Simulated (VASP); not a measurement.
# BaS (I4/mmm) in VASP: notebook, part 3 of 4

VASP 6.6.1.

## (5) Single point, LDA (strain +0.0300 x Voigt [0, 0, 1, 0, 0, 0])

Input file INCAR:

```
SYSTEM = BaS
PREC     = Accurate       ! precision mode
ENCUT    = 520            ! plane-wave cutoff, eV
EDIFF    = 1E-6           ! SCF threshold, eV
ISMEAR   = 0              ! smearing method
SIGMA    = 0.05           ! smearing width, eV
LREAL    = .FALSE.        ! projectors in reciprocal space
LASPH    = .TRUE.         ! aspherical terms in the spheres
NELM     = 80             ! most SCF steps
ALGO     = Normal         ! electronic algorithm
ISIF     = 2              ! what is computed and relaxed
LWAVE    = .FALSE.        ! write WAVECAR
LCHARG   = .TRUE.         ! write CHGCAR
GGA      = CA             ! functional
LELF     = .TRUE.         ! ELF
LVHAR    = .TRUE.       
NBANDS   = 15             ! bands
```

Input file KPOINTS:

```
Automatic mesh
0
G
  8 8 8
  0 0 0
```

Input file POSCAR:

```
BaS
1.0
    0.0000000000      3.1937500000      3.2895625000
    3.1937500000      0.0000000000      3.2895625000
    3.1937500000      3.1937500000      0.0000000000
Ba S
1 1
Direct
    0.0000000000      0.0000000000      0.0000000000
    0.5000000000      0.5000000000      0.5000000000
```

Potentials or basis: VASP PAW LDA potentials, release 64 (Ba_sv, S).

On the command line:

```
> cat potpaw_LDA.64/Ba_sv/POTCAR potpaw_LDA.64/S/POTCAR > POTCAR
> mpirun -np 1 vasp_std > vasp.out
```

OUTCAR:

```text
SYSTEM = BaS
   PREC = Accurate
   ENCUT = 520
   EDIFF = 1E-6
   ISMEAR = 0
   LREAL = .FALSE.
   LASPH = .TRUE.
   NELM = 80
   ISIF = 2
   GGA = CA

 ion  position               nearest neighbor table
   1  0.000  0.000  0.000-   2 3.19   2 3.19   2 3.19   2 3.19   2 3.29   2 3.29
   2  0.500  0.500  0.500-   1 3.19   1 3.19   1 3.19   1 3.19   1 3.29   1 3.29

  LATTYP: Found a body centered tetragonal cell.
 ALAT       =     4.5166445648
 C/A-ratio  =     1.4566399692

  Lattice vectors:

 A1 = (  -3.1937500000,   0.0000000000,   3.2895625000)
 A2 = (   3.1937500000,   0.0000000000,   3.2895625000)
 A3 = (   0.0000000000,   3.1937500000,  -3.2895625000)

Analysis of symmetry for initial positions (statically):
=====================================================================
 Subroutine PRICEL returns:
 Original cell was already a primitive cell.

 Routine SETGRP: Setting up the symmetry group for a
 body centered tetragonal supercell.

 Subroutine GETGRP returns: Found 16 space group operations
 (whereof 16 operations were pure point group operations)
 out of a pool of 16 trial point group operations.

The static configuration has the point symmetry D_4h.

Analysis of symmetry for dynamics (positions and initial velocities):
=====================================================================
 Subroutine PRICEL returns:
 Original cell was already a primitive cell.

 Routine SETGRP: Setting up the symmetry group for a
 body centered tetragonal supercell.

 Subroutine GETGRP returns: Found 16 space group operations
 (whereof 16 operations were pure point group operations)
 out of a pool of 16 trial point group operations.

The dynamic configuration has the point symmetry D_4h.

 Subroutine INISYM returns: Found 16 space group operations
 (whereof 16 operations are pure point group operations),
 and found     1 'primitive' translations

----------------------------------------------------------------------------------------

                                     Primitive cell

  volume of cell :      67.1073

  direct lattice vectors                    reciprocal lattice vectors
     0.000000000  3.193750000  3.289562500    -0.156555773  0.156555773  0.151995896
     3.193750000  0.000000000  3.289562500     0.156555773 -0.156555773  0.151995896
     3.193750000  3.193750000  0.000000000     0.156555773  0.156555773 -0.151995896

  length of vectors
     4.584894819  4.584894819  4.516644565     0.268555716  0.268555716  0.268555716

  position of ions in fractional coordinates (direct lattice)
     0.000000000  0.000000000  0.000000000
     0.500000000  0.500000000  0.500000000

  ion indices of the primitive-cell ions
   primitive index   ion index
                 1           1
                 2           2

----------------------------------------------------------------------------------------

 KPOINTS: Automatic mesh

Automatic generation of k-mesh.
 Grid dimensions read from file:
 generate k-points for:    8    8    8

 Generating k-lattice:

  Cartesian coordinates                     Fractional coordinates (reciprocal lattice)
    -0.019569472  0.019569472  0.018999487     0.125000000 -0.000000000  0.000000000
     0.019569472 -0.019569472  0.018999487    -0.000000000  0.125000000  0.000000000
     0.019569472  0.019569472 -0.018999487     0.000000000  0.000000000  0.125000000

[... 40 lines left out ...]
   total plane-waves  NPLWV =  46656
   dimension x,y,z NGX =    36 NGY =   36 NGZ =   36
   dimension x,y,z NGXF=    72 NGYF=   72 NGZF=   72
   ions per type =               1   1
   NGX,Y,Z   is equivalent  to a cutoff of  13.05, 13.05, 13.25 a.u.
   NGXF,Y,Z  is equivalent  to a cutoff of  26.11, 26.11, 26.50 a.u.
 SYSTEM =  BaS
   PREC   = accura    normal or accurate (medium, high low for compatibility)
   ISTART =      0    job   : 0-new  1-cont  2-samecut
   ICHARG =      2    charge: 1-file 2-atom 10-const
   ISPIN  =      1    spin polarized calculation?
   LNONCOLLINEAR =      F non collinear calculations
   LSORBIT =      F    spin-orbit coupling
   LASPH  =      T    aspherical Exc in radial PAW
   ENCUT  =  520.0 eV  38.22 Ry    6.18 a.u.   8.52  8.52  8.40*2*pi/ulx,y,z
   NELM   =     80;   NELMIN=  2; NELMDL= -5     # of ELM steps
   EDIFF  = 0.1E-05   stopping-criterion for ELM
   LREAL  =      F    real-space projection
   EDIFFG = 0.1E-04   stopping-criterion for IOM
   NSW    =      0    number of steps for IOM
   IBRION =     -1    ionic relax: 0-MD 1-quasi-New 2-CG
   NFREE  =      0    steps in history (QN), initial steepest desc. (CG)
   ISIF   =      2    stress and relaxation
   ISYM   =      2    0-nonsym 1-usesym 2-fastsym
   POTIM  = 0.5000    time-step for ionic-motion
   TEBEG  =    0.0;   TEEND  =   0.0 temperature during run
   PSTRESS=    0.0 pullay stress
   NELECT =      16.0000    total number of electrons
   NUPDOWN=      -1.0000    fix difference up-down
   EMIN   =  10.00;   EMAX   =-10.00  energy-range for DOS
   EFERMI =   0.00;   METHOD = LEGACY
   ISMEAR =     0;   SIGMA  =   0.05  broadening in eV -4-tet -1-fermi 0-gaus
   EFERMI_NEDOS =   21; number of points for ismear=-14 and -15
   IALGO  =     38    algorithm
   IMIX   =      4    mixing-type and parameters
     AMIX     =   0.40;   BMIX     =  1.00
     AMIX_MAG =   1.60;   BMIX_MAG =  1.00
  volume/ion in A,a.u.               =      33.55       226.43
  Fermi-wavevector in a.u.,A,eV,Ry     =   1.015137  1.918332 14.020858  1.030504
  Thomas-Fermi vector in A             =   2.148406
   LORBIT       =      0    0 simple, 1 ext, 2 COOP (PROOUT), +10 PAW based schemes
   GGA     = CA    functional components
   LHFCALC =     F    Hartree Fock is set to
   AEXX    =    0.0000 exact exchange contribution
   IVDW    =     0    specifies the selected vdW correction
   LEPSILON=     F    determine dielectric tensor
   LRPA    =     F    only Hartree local field effects (RPA)
 non-spin polarized calculation
 Gauss-broadening in eV      SIGMA  =   0.05
  energy-cutoff  :      520.00
  volume of cell :       67.11
 maximum number of plane-waves:      1849
 NGX is ok and might be reduce to    36
   NGX = 17   NGY = 17   NGZ = 17

 number of electron      16.0000001 magnetization

 Free energy of the ion-electron system (eV)
  ---------------------------------------------------
  ext. energy  EPLUGINS =         0.00000000
  ---------------------------------------------------
  free energy    TOTEN  =       -11.12251120 eV

  energy without entropy =      -11.12251120  energy(sigma->0) =      -11.12251120

 E-fermi :   1.4363     XC(G=0):  -8.8716

 val. band max:        1.1160440229   @ k =   0.0000   0.0000   0.0000
 cond. band min:       3.0338093775   @ k =   0.5000   0.0000   0.5000
 fundamental gap:      1.9177653546
 Fermi energy:         1.4362882327

 k-point     1 :       0.0000    0.0000    0.0000
  band No.  band energies     occupation
      1     -25.0017      2.00000
      2     -10.0799      2.00000
      3     -10.0788      2.00000
      4     -10.0788      2.00000
      5      -9.1855      2.00000
      6       1.0328      2.00000
      7       1.1160      2.00000
      8       1.1160      2.00000
      9       4.2268      0.00000
     10       4.6521      0.00000
     11       4.8529      0.00000
     12       4.8529      0.00000
     13       5.6882      0.00000
     14       5.8233      0.00000
[... 401 lines left out ...]
      2     -10.9124      2.00000
      3     -10.1502      2.00000
      4     -10.1334      2.00000
      5      -8.2977      2.00000
      6      -0.4598      2.00000
      7       0.2567      2.00000
      8       0.4107      2.00000
      9       4.7357      0.00000
     10       6.4457      0.00000
     11       6.6427      0.00000
     12       6.8584      0.00000
     13       7.5618      0.00000
     14       9.0301      0.00000
     15      10.9353      0.00000

 [... further k-points ...]

------------------------ aborting loop because EDIFF is reached ----------------------------------------

  FORCE on cell =-STRESS in cart. coord.  units (eV):
  Direction    XX          YY          ZZ          XY          YZ          ZX
  --------------------------------------------------------------------------------------
  -------------------------------------------------------------------------------------
  Total       -0.9498137     -0.9498137     -1.7440671      0.0000000      0.0000000      0.0000000
  in kB      -22.6766579    -22.6766579    -41.6393365      0.0000000      0.0000000      0.0000000
  external PRESSURE =     -28.9975508 kB  Pullay stress =       0.0000000 kB

 VOLUME and BASIS-vectors are now :
 -----------------------------------------------------------------------------
  energy-cutoff  :      520.00
  volume of cell :       67.11
      direct lattice vectors                 reciprocal lattice vectors
     0.000000000  3.193750000  3.289562500    -0.156555773  0.156555773  0.151995896
     3.193750000  0.000000000  3.289562500     0.156555773 -0.156555773  0.151995896
     3.193750000  3.193750000  0.000000000     0.156555773  0.156555773 -0.151995896

 POSITION                                       TOTAL-FORCE (eV/Angst)
 -----------------------------------------------------------------------------------
      0.00000      0.00000      0.00000        -0.000000     -0.000000      0.000000
      3.19375      3.19375      3.28956         0.000000      0.000000      0.000000
 -----------------------------------------------------------------------------------
    total drift:                                0.000000      0.000000      0.000000

  FREE ENERGIE OF THE ION-ELECTRON SYSTEM (eV)
  ---------------------------------------------------
  free  energy   TOTEN  =       -11.1225111973 eV

  energy  without entropy=      -11.1225111973  energy(sigma->0) =      -11.12251120
```

Run time: 35 s. Hardware: 1 thread of Intel Xeon Platinum 8488C (Sapphire Rapids), shared host; peak memory 0.2 GiB.

What came out:

* Free energy: -11.1225 eV
* Pressure: -2.9 GPa
* Band gap on the k mesh: 1.92 eV, indirect (least direct gap 2.07 eV)

Caveat: the cell differs from its parent crystal (strain +0.0300 x Voigt [0, 0, 1, 0, 0, 0]); spin-orbit coupling is left out, which moves the levels of the heavy elements.

(Continued in part 4 of 4.)
